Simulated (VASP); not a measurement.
# TiTe2 (P-3m1) in VASP: notebook, part 2 of 2

VASP 6.6.1.

### 3 Single point, PBE+D3(BJ) (24.71 Å³/atom)

This run uses another cell than the first one, of 24.71 Å³/atom.

The input, INCAR:

```
SYSTEM = TiTe2
ALGO = Normal
EDIFF = 1E-6
ENCUT = 520
GGA = PE
ISIF = 2
ISMEAR = -1
IVDW = 12
LASPH = .True.
LCHARG = .False.
LREAL = .False.
LWAVE = .False.
NBANDS = 19
NELM = 100
PREC = Accurate
SIGMA = 0.15
```

The input, KPOINTS:

```
k-points
0
Gamma
  15 15 8
  0 0 0
```

The input, POSCAR:

```
TiTe2
1.0
    3.6761076695      0.0000000000      0.0000000000
   -1.8380538348      3.1836026288      0.0000000000
    0.0000000000      0.0000000000      6.3331071542
Ti Te
1 2
Direct
    0.0000000000      0.0000000000      0.0000000000
    0.6666666667      0.3333333333      0.2738116195
    0.3333333333      0.6666666667      0.7261883805
```

Potentials or basis: VASP PAW PBE potentials, release 64 (Ti_sv, Te).

Started as:

```sh
$ cat potpaw_PBE.64/Ti_sv/POTCAR potpaw_PBE.64/Te/POTCAR > POTCAR
$ mpirun -np 1 vasp_std > vasp.out
```

Wall time 2.6 min (1 thread of Intel Xeon Platinum 8488C (Sapphire Rapids), shared host); peak memory 0.4 GiB.

Results (log left out):

* Free energy: -17.7631 eV
* Pressure: 0.9 GPa
* Largest force: 0.010 eV/Å
* Band gap on the k mesh: zero (bands 12 and 13 overlap by 0.85 eV)
* Dispersion energy per atom: -0.533 eV

Forces in eV/Å, atoms in the order of the input:
```
Ti   0.000  0.000  0.000
Te   0.000  0.000  0.010
Te   0.000  0.000 -0.010
```

Levels at points of the mesh, in eV from the Fermi level:
```
           k point  band 9  band 10  band 11  band 12  band 13  band 14  band 15  band 16
(0.00, 0.00, 0.00)   -1.57     0.25     0.50     0.50     0.81     1.35     1.35     3.13
(0.00, 0.00, 0.50)   -1.46    -1.46     0.48     0.48     0.88     0.88     1.16     3.75
```

Caveat: spin-orbit coupling is left out, which moves the levels of the heavy elements.

### 4 Single point, PBE+D3(BJ)

This run uses another cell than the first one, of 25.21 Å³/atom.

The input, INCAR:

```
SYSTEM = TiTe2
  PREC = Accurate
  ENCUT = 520
  EDIFF = 1E-6
  ISMEAR = -1
  SIGMA = 0.15
  LREAL = .FALSE.
  LASPH = .TRUE.
  NELM = 80
  ALGO = Normal
  ISIF = 2
  LWAVE = .FALSE.
  LCHARG = .FALSE.
  GGA = PE
  IVDW = 12
  NBANDS = 19
```

The input, KPOINTS:

```
Automatic mesh
0
G
  15 15 8
  0 0 0
```

The input, POSCAR:

```
TiTe2
1.0
    3.6969421864      0.0000000000      0.0000000000
   -1.8484710932      3.2016458498      0.0000000000
    0.0000000000      0.0000000000      6.3897208935
Ti Te
1 2
Direct
    0.0000000000      0.0000000000      0.0000000000
    0.6666666667      0.3333333333      0.2711629980
    0.3333333333      0.6666666667      0.7288370020
```

Started as:

```sh
$ cat potpaw_PBE.64/Ti_sv/POTCAR potpaw_PBE.64/Te/POTCAR > POTCAR
$ mpirun -np 1 vasp_std > vasp.out
```

Run time: 2.5 min. Hardware: 1 thread of Intel Xeon Platinum 8488C (Sapphire Rapids), shared host; peak memory 0.4 GiB.

Results (log left out):

| Quantity | Value |
| --- | --- |
| Free energy | -17.7668 eV |
| Pressure | 0.0 GPa |
| Largest force | 0.010 eV/Å |
| Band gap on the k mesh | zero (bands 12 and 13 overlap by 0.81 eV) |
| Dispersion energy per atom | -0.522 eV |

Forces on the atoms (eV/Å):
```
Ti   0.000  0.000  0.000
Te   0.000  0.000  0.010
Te   0.000  0.000 -0.010
```

Levels at points of the mesh, in eV from the Fermi level:
```tsv
k point	band 8	band 9	band 10	band 11	band 12	band 13	band 14	band 15	band 16	band 17
(0.00, 0.00, 0.00)	-1.57	-1.57	0.28	0.48	0.48	0.72	1.30	1.30	3.12	3.12
(0.00, 0.00, 0.50)	-3.01	-1.48	-1.48	0.47	0.47	0.87	0.87	1.12	3.69	3.69
```

Caveat: spin-orbit coupling is left out, which moves the levels of the heavy elements.

### 5 Single point, PBE+D3(BJ) (25.71 Å³/atom)

This run uses another cell than the first one, of 25.71 Å³/atom.

The input, INCAR:

```
SYSTEM = TiTe2
PREC = Accurate
ENCUT = 520
EDIFF = 1E-7
ISMEAR = -1
SIGMA = 0.15
LREAL = .FALSE.
LASPH = .TRUE.
NELM = 80
ALGO = Normal
ISIF = 2
LWAVE = .FALSE.
LCHARG = .FALSE.
GGA = PE
IVDW = 12
NBANDS = 19
```

The input, KPOINTS:

```
regular mesh
0
G
  15 15 8
  0 0 0
```

The input, POSCAR:

```
TiTe2
1.0
    3.7160435358      0.0000000000      0.0000000000
   -1.8580217679      3.2181881036      0.0000000000
    0.0000000000      0.0000000000      6.4506843535
Ti Te
1 2
Direct
    0.0000000000      0.0000000000      0.0000000000
    0.6666666667      0.3333333333      0.2683755645
    0.3333333333      0.6666666667      0.7316244355
```

Started as:

```sh
$ cat potpaw_PBE.64/Ti_sv/POTCAR potpaw_PBE.64/Te/POTCAR > POTCAR
$ mpirun -np 1 vasp_std > vasp.out
```

Run time: 2.7 min. Hardware: 1 thread of Intel Xeon Platinum 8488C (Sapphire Rapids), shared host; peak memory 0.4 GiB.

Results (log left out):

```
Free energy                : -17.7628 eV
Pressure                   : -0.8 GPa
Largest force              : 0.011 eV/Å
Band gap on the k mesh     : zero (bands 12 and 13 overlap by 0.77 eV)
Dispersion energy per atom : -0.512 eV
```

Forces on the atoms (eV/Å):
```
Ti   0.000  0.000  0.000
Te   0.000  0.000  0.011
Te   0.000  0.000 -0.011
```

Levels at points of the mesh, in eV from the Fermi level:
```csv
k point,band 8,band 9,band 10,band 11,band 12,band 13,band 14,band 15,band 16,band 17
"(0.00, 0.00, 0.00)",-1.57,-1.57,0.30,0.47,0.47,0.62,1.25,1.25,3.12,3.12
"(0.00, 0.00, 0.50)",-2.90,-1.49,-1.49,0.46,0.46,0.87,0.87,1.08,3.63,3.63
```

Caveat: spin-orbit coupling is left out, which moves the levels of the heavy elements.

### 6 Relaxation of cell and atoms, PBE+D3(BJ), target pressure 15 GPa, at which the enthalpy is minimised

The input, INCAR:

```
SYSTEM = TiTe2
  PREC = Accurate
  ENCUT = 600
  EDIFF = 1E-6
  ISMEAR = -1
  SIGMA = 0.15
  LREAL = .False.
  LASPH = .True.
  NELM = 60
  ALGO = Normal
  ISIF = 3
  LWAVE = .False.
  LCHARG = .False.
  GGA = PE
  IVDW = 12
  IBRION = 2
  NSW = 80
  EDIFFG = -0.001
  PSTRESS = 150.0
```

The input, KPOINTS:

```
regular mesh
0
Gamma
  15 15 8
  0 0 0
```

The input, POSCAR:

```
TiTe2
1.0
    3.5923256654      0.0000000000      0.0000000000
   -1.7961628327      3.1110452849      0.0000000000
    0.0000000000      0.0000000000      6.1770749757
Ti Te
1 2
Direct
    0.0000000000      0.0000000000      0.0000000000
    0.6666666667      0.3333333333      0.2817616962
    0.3333333333      0.6666666667      0.7182383038
```

Potentials or basis: VASP PAW PBE potentials, release 64 (Ti_sv, Te).

Started as:

```sh
$ cat potpaw_PBE.64/Ti_sv/POTCAR potpaw_PBE.64/Te/POTCAR > POTCAR
$ mpirun -np 1 vasp_std > vasp.out
```

Run time: 28 min. Hardware: 1 thread of Intel Xeon Platinum 8488C (Sapphire Rapids), shared host; peak memory 0.43 GiB.

It converged, with:

- Free energy: -17.2493 eV
- Relaxed volume: 20.60 Å³/atom
- Relaxed cell: a = 3.447 Å, b = 3.447 Å, c = 6.004 Å, α = 90.00°, β = 90.00°, γ = 120.00°
- Space group after relaxing (to 0.1 Å): P-3m1 (No. 164)
- Energy change on relaxing (the run minimises the enthalpy): +142.3 meV/atom
- Ionic steps: 23
- Pressure after relaxing: 15.0 GPa
- Band gap on the k mesh: zero (bands 12 and 13 overlap by 1.07 eV)
- Dispersion energy per atom: -0.640 eV

The path:
| step | energy change (eV) | largest force (eV/Å) | pressure (GPa) | volume (Å³) |
| --- | --- | --- | --- | --- |
| 1 | 0.0000 | 0.0114 | 4.89 | 69.03 |
| 2 | 1.5169 | 2.2577 | 36.21 | 55.51 |
| 3 | 0.3402 | 0.7965 | 14.59 | 63.26 |
| 4 | 0.3567 | 0.8239 | 14.99 | 63.09 |
| 5 | 0.3968 | 0.3237 | 15.10 | 62.19 |
| 6 | 0.4360 | 0.0353 | 15.23 | 61.70 |
| 7 | 0.4385 | 0.0188 | 15.22 | 61.67 |
| 8 | 0.4151 | 0.0236 | 14.69 | 61.92 |
| 9 | 0.4258 | 0.0041 | 14.93 | 61.81 |
| 10 | 0.4268 | 0.0014 | 14.99 | 61.80 |
| 11 | 0.4271 | 0.0028 | 15.00 | 61.80 |
| 12 | 0.4270 | 0.0028 | 14.99 | 61.80 |
| 13 | 0.4269 | 0.0019 | 15.00 | 61.80 |
| 14 | 0.4270 | 0.0027 | 14.98 | 61.80 |
| 15 | 0.4284 | 0.0026 | 15.01 | 61.78 |
| 16 | 0.4284 | 0.0026 | 15.01 | 61.78 |
| 17 | 0.4281 | 0.0024 | 15.04 | 61.78 |
| 18 | 0.4275 | 0.0024 | 15.02 | 61.79 |
| 19 | 0.4273 | 0.0027 | 15.00 | 61.79 |
| 20 | 0.4273 | 0.0024 | 15.02 | 61.79 |
| 21 | 0.4273 | 0.0025 | 15.01 | 61.79 |
| 22 | 0.4270 | 0.0005 | 14.98 | 61.80 |
| 23 | 0.4270 | 0.0006 | 15.00 | 61.80 |

Final structure:
```
Ti Te
1.0
     3.44748    0.00000    0.00000
    -1.72374    2.98560    0.00000
     0.00000    0.00000    6.00375
Ti Te
1 2
Direct
  0.00000 0.00000 0.00000
  0.66667 0.33333 0.29118
  0.33333 0.66667 0.70882
```

Levels at points of the mesh, in eV from the Fermi level:
```csv
k point,band 9,band 10,band 11,band 12,band 13,band 14,band 15,band 16
"(0.00, 0.00, 0.00)",-1.49,-0.13,0.63,0.63,1.43,2.04,2.04,3.31
"(0.00, 0.00, 0.50)",-1.29,-1.29,0.60,0.60,1.11,1.11,1.55,4.47
```

Caveat: the cell is relaxed towards a set pressure, so the run minimises the enthalpy, not the energy; spin-orbit coupling is left out, which moves the levels of the heavy elements.

### 7 The runs side by side

```tsv
task	cell	cutoff (eV)	gap on the mesh (eV)	pressure (GPa)	largest force (eV/Å)
single point	a = 3.592, b = 3.592, c = 6.177 Å, angles 90.0, 90.0, 120.0°, 3 atoms, atomic positions A	520	none	5.0	0.01
single point	a = 3.676, b = 3.676, c = 6.333 Å, angles 90.0, 90.0, 120.0°, 3 atoms, atomic positions B	520	none	0.9	0.01
single point	a = 3.697, b = 3.697, c = 6.390 Å, angles 90.0, 90.0, 120.0°, 3 atoms, atomic positions C	520	none	0.0	0.01
single point	a = 3.716, b = 3.716, c = 6.451 Å, angles 90.0, 90.0, 120.0°, 3 atoms, atomic positions D	520	none	-0.8	0.01
relaxation of cell and atoms	relaxed to 15 GPa from a = 3.592, b = 3.592, c = 6.177 Å, angles 90.0, 90.0, 120.0°, 3 atoms, atomic positions A	600	none	15.0	-
```

Alike in all rows: level PBE+D3(BJ); potentials or basis VASP PAW PBE potentials, release 64 (Ti_sv, Te); no spin polarisation; k mesh 15 × 15 × 8; smearing fermi-dirac 0.15 eV.

Caveats: spin-orbit coupling is left out, which moves the levels of the heavy elements; the cell stands under pressure (at least some runs); the cell is relaxed towards a set pressure, so the run minimises the enthalpy, not the energy (at least some runs).

Total energies depend on the potentials used, so only differences within one code and one set of settings carry meaning.
